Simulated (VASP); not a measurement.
A run of VASP 6.6.1:

The input INCAR:

```
  PREC = Accurate
  ENCUT = 600
  EDIFF = 1E-7
  ISMEAR = -1
  SIGMA = 0.05
  LREAL = F
  LASPH = T
  NELM = 100
  ALGO = Normal
  ISIF = 3
  LWAVE = F
  LCHARG = F
  GGA = PS
  IBRION = 2
  NSW = 60
  EDIFFG = -0.01
  PSTRESS = 20.0
```

KPOINTS

```
Automatic mesh
0
Gamma
  12 12 12
```

POSCAR

```
Zn
1.0
    0.0000000000      1.9647760000      1.9647760000
    1.9647760000      0.0000000000      1.9647760000
    1.9647760000      1.9647760000      0.0000000000
Zn
1
Direct
    0.0000000000      0.0000000000      0.0000000000
```

Potentials or basis: VASP PAW PBE potentials, release 64 (Zn).

Launch:

```sh
$ cat potpaw_PBE.64/Zn/POTCAR > POTCAR
$ mpirun -np 1 vasp_std > vasp.out
```

Hardware: 1 thread of Intel(R) Xeon(R) 6975P-C (Granite Rapids) (shared host).

Task: Estimate the wall time of this run.

Result: Wall time 14 s on 1 thread of Intel(R) Xeon(R) 6975P-C (Granite Rapids), on a shared host, peak memory 0.15 GiB. Counts: scf iterations 27, k points 72, ion steps 3.
